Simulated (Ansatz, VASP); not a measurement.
# AlFe: VASP beside Ansatz

```xyz
2
Lattice="2.9100 0.0000 0.0000 0.0000 2.9100 0.0000 0.0000 0.0000 2.9100" Properties=species:S:1:pos:R:3 pbc="T T T"
Fe    1.4550    1.4550    1.4550
Al    0.0000    0.0000    0.0000
```

Alike in both runs: task single point; functional B3LYP; k mesh 5 × 5 × 5; occupations fermi-dirac, width 0.05 eV; collinear spin.

|  | VASP | Ansatz |
| --- | --- | --- |
| version | VASP 6.6.1 | Ansatz 0.2.0 |
| potentials or method | VASP PAW PBE potentials, release 64 (Fe, Al) | Ansatz PAW |
| plane-wave cutoff (eV) | 520 | 420 |
| valence electrons in the cell | 11 | 19 |

```tsv
	VASP	Ansatz	Ansatz less VASP
gap on the k mesh at the Fermi level (eV)	none	none	-
pressure (GPa)	-7.5	-8.0	-0.53
net moment per atom (μB)	0.44	0.44	0.000
size of the moment on the site where the two differ most (μB)	0.06	0.08	+0.021
```

VASP's potentials were made for PBE, not for B3LYP. Site moments also hang on the region over which each program counts them. A gap of «none» marks a metal or a gap that the smearing closes. With one functional, cell and mesh, what is left measures potentials, basis and numerics. VASP's potentials hold 11 valence electrons a cell and Ansatz's 19, so a difference there can come from the potentials and not from the codes.

The k mesh is coarse, so the values compare programs but aren't converged. Noted on Ansatz's run: the magnetic or orbital state may not be the lowest.
